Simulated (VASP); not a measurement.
A run of VASP 6.6.1:

File POSCAR:

```
LiCl
1.0
    3.5388355590      0.0000000000      0.0000000000
   -1.7694177795      3.0647214939      0.0000000000
    0.0000000000      0.0000000000      5.9632285819
Li Cl
2 2
Direct
    0.0000000000      0.0000000000      0.0000000000
    0.0000000000      0.0000000000      0.5000000000
    0.3333333333      0.6666666667      0.2500000000
    0.6666666667      0.3333333333      0.7500000000
```

Contents of INCAR.step1:

```
PREC = Accurate ; ENCUT = 520
ISMEAR = 0 ; SIGMA = 0.01
LREAL = F ; LASPH = T
NELM = 100 ; NBANDS = 18
GGA = PE ; ALGO = Normal
EDIFF = 1E-4 ; LWAVE = T
LCHARG = F
```

INCAR.step2

```
PREC = Accurate ; ENCUT = 520
EDIFF = 1E-7 ; ISMEAR = 0
SIGMA = 0.01 ; LREAL = F
LASPH = T ; NELM = 100
ALGO = Normal ; ISIF = 2
LWAVE = F ; LCHARG = F
METAGGA = R2SCAN ; LMIXTAU = T
NBANDS = 18 ; ISTART = 1
```

The input KPOINTS:

```
regular mesh
0
Gamma
  6 6 4
```

Potentials or basis: VASP PAW PBE potentials, release 64 (Li_sv, Cl).

Launch:

```bash
$ cat potpaw_PBE.64/Li_sv/POTCAR potpaw_PBE.64/Cl/POTCAR > POTCAR
$ cp INCAR.step1 INCAR
$ mpirun -np 1 vasp_std > vasp.out
$ cp INCAR.step2 INCAR
$ mpirun -np 1 vasp_std > vasp.out
```

Hardware: 1 thread of Intel(R) Xeon(R) Platinum 8559C (Emerald Rapids), on a shared host.

Problem. How long does it take, and how much memory?

Solution. Run time: 68 s on 1 thread of Intel(R) Xeon(R) Platinum 8559C (Emerald Rapids) (shared host), peak memory 0.18 GiB. Counts: k points 21.
